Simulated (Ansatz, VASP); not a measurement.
**Two plane-wave programs on Ge2Sb2Te5**

File INCAR:

```
PREC = Accurate ; ENCUT = 520
EDIFF = 1E-7 ; ISMEAR = 0
SIGMA = 0.05 ; LREAL = Auto
LASPH = True ; NELM = 100
ALGO = Normal ; ISIF = 2
LWAVE = False ; LCHARG = True
GGA = PE ; LELF = True
LVHAR = True ; NBANDS = 160
```

KPOINTS

```
Automatic mesh
0
Gamma
  1 1 1
```

File POSCAR:

```
Ge2Sb2Te5
1.0
    6.8472950000      0.0000000000      6.8476090000
   -6.8309770000      6.1320120000      6.8476090000
   -6.8309770000     -6.1320120000      6.8476090000
Ge Sb Te
8 8 20
Direct
    0.4973430000      0.7568510000      0.7568510000
    0.4973430000      0.2568510000      0.2568510000
    0.9973430000      0.7568510000      0.2568510000
    0.9973430000      0.2568510000      0.7568510000
    0.2842870000      0.9517710000      0.9517710000
    0.2842870000      0.4517710000      0.4517710000
    0.7842870000      0.9517710000      0.4517710000
    0.7842870000      0.4517710000      0.9517710000
    0.1118700000      0.1527410000      0.1527410000
    0.1118700000      0.6527410000      0.6527410000
    0.6118700000      0.1527410000      0.6527410000
    0.6118700000      0.6527410000      0.1527410000
    0.4017080000      0.3430820000      0.8430820000
    0.4017080000      0.8430820000      0.3430820000
    0.9017080000      0.3430820000      0.3430820000
    0.9017080000      0.8430820000      0.8430820000
    0.3999590000      0.0985790000      0.0985790000
    0.3999590000      0.5985790000      0.5985790000
    0.8999590000      0.0985790000      0.5985790000
    0.8999590000      0.5985790000      0.0985790000
    0.2065190000      0.8016420000      0.8016420000
    0.2065190000      0.3016420000      0.3016420000
    0.7065190000      0.8016420000      0.3016420000
    0.7065190000      0.3016420000      0.8016420000
    0.0083240000      0.9990560000      0.9990560000
    0.0083240000      0.4990560000      0.4990560000
    0.5083240000      0.9990560000      0.4990560000
    0.5083240000      0.4990560000      0.9990560000
    0.2952880000      0.7004120000      0.2004120000
    0.2952880000      0.2004120000      0.7004120000
    0.7952880000      0.7004120000      0.7004120000
    0.7952880000      0.2004120000      0.2004120000
    0.0947020000      0.8958660000      0.3958660000
    0.0947020000      0.3958660000      0.8958660000
    0.5947020000      0.8958660000      0.8958660000
    0.5947020000      0.3958660000      0.3958660000
```

Input for Ansatz:

```yaml
crystal:
  lattice:
    - [6.847295, 0.0, 6.847609]
    - [-6.830977, 6.132012, 6.847609]
    - [-6.830977, -6.132012, 6.847609]
  atoms:
    - { symbol: Ge, position: [0.497343, 0.756851, 0.756851] }
    - { symbol: Ge, position: [0.497343, 0.256851, 0.256851] }
    - { symbol: Ge, position: [0.997343, 0.756851, 0.256851] }
    - { symbol: Ge, position: [0.997343, 0.256851, 0.756851] }
    - { symbol: Ge, position: [0.284287, 0.951771, 0.951771] }
    - { symbol: Ge, position: [0.284287, 0.451771, 0.451771] }
    - { symbol: Ge, position: [0.784287, 0.951771, 0.451771] }
    - { symbol: Ge, position: [0.784287, 0.451771, 0.951771] }
    - { symbol: Sb, position: [0.11187, 0.152741, 0.152741] }
    - { symbol: Sb, position: [0.11187, 0.652741, 0.652741] }
    - { symbol: Sb, position: [0.61187, 0.152741, 0.652741] }
    - { symbol: Sb, position: [0.61187, 0.652741, 0.152741] }
    - { symbol: Sb, position: [0.401708, 0.343082, 0.843082] }
    - { symbol: Sb, position: [0.401708, 0.843082, 0.343082] }
    - { symbol: Sb, position: [0.901708, 0.343082, 0.343082] }
    - { symbol: Sb, position: [0.901708, 0.843082, 0.843082] }
    - { symbol: Te, position: [0.399959, 0.098579, 0.098579] }
    - { symbol: Te, position: [0.399959, 0.598579, 0.598579] }
    - { symbol: Te, position: [0.899959, 0.098579, 0.598579] }
    - { symbol: Te, position: [0.899959, 0.598579, 0.098579] }
    - { symbol: Te, position: [0.206519, 0.801642, 0.801642] }
    - { symbol: Te, position: [0.206519, 0.301642, 0.301642] }
    - { symbol: Te, position: [0.706519, 0.801642, 0.301642] }
    - { symbol: Te, position: [0.706519, 0.301642, 0.801642] }
    - { symbol: Te, position: [0.008324, 0.999056, 0.999056] }
    - { symbol: Te, position: [0.008324, 0.499056, 0.499056] }
    - { symbol: Te, position: [0.508324, 0.999056, 0.499056] }
    - { symbol: Te, position: [0.508324, 0.499056, 0.999056] }
    - { symbol: Te, position: [0.295288, 0.700412, 0.200412] }
    - { symbol: Te, position: [0.295288, 0.200412, 0.700412] }
    - { symbol: Te, position: [0.795288, 0.700412, 0.700412] }
    - { symbol: Te, position: [0.795288, 0.200412, 0.200412] }
    - { symbol: Te, position: [0.094702, 0.895866, 0.395866] }
    - { symbol: Te, position: [0.094702, 0.395866, 0.895866] }
    - { symbol: Te, position: [0.594702, 0.895866, 0.895866] }
    - { symbol: Te, position: [0.594702, 0.395866, 0.395866] }
basis:
  ecutwfc: 420
  fft_grid_basis: typed
kpoints:
  mp_grid: { grid: [1, 1, 1] }
hamiltonian:
  xc: pbe
  pseudopotentials: { kind: paw }
scf:
  occupations: { method: gaussian, width: 0.05 }
output:
  forces: true
  stress: false
  eigenvalues: true
  bader: false
  write_density: true
  volumetric_format: npy
```

Alike in both runs: task single point; functional PBE; k mesh 1 × 1 × 1; occupations gaussian, width 0.05 eV; no spin polarisation.

```csv
,VASP,Ansatz
version,VASP 6.6.1,Ansatz 0.2.0
potentials or method,"VASP PAW PBE potentials, release 64 (Ge_d, Sb, Te), cutoff 520 eV","scalar-relativistic, plane waves, PAW"
valence electrons in the cell,272,552
```

|  | VASP | Ansatz | Ansatz less VASP |
| --- | --- | --- | --- |
| gap on the k mesh at the Fermi level (eV) | 0.26 | 0.27 | +0.005 |
| rms of the force components (eV/Å) | 0.222 | 0.224 | +0.0019 |

Atom by atom the forces differ by 0.005 eV/Å (rms over components). The functional is the same, so the differences come from potentials, cutoffs and numerics. VASP's potentials hold 272 valence electrons a cell and Ansatz's 552, so a difference there can come from the potentials and not from the codes.

The k mesh is coarse, so the values compare programs but aren't converged. Spin-orbit coupling is off throughout.
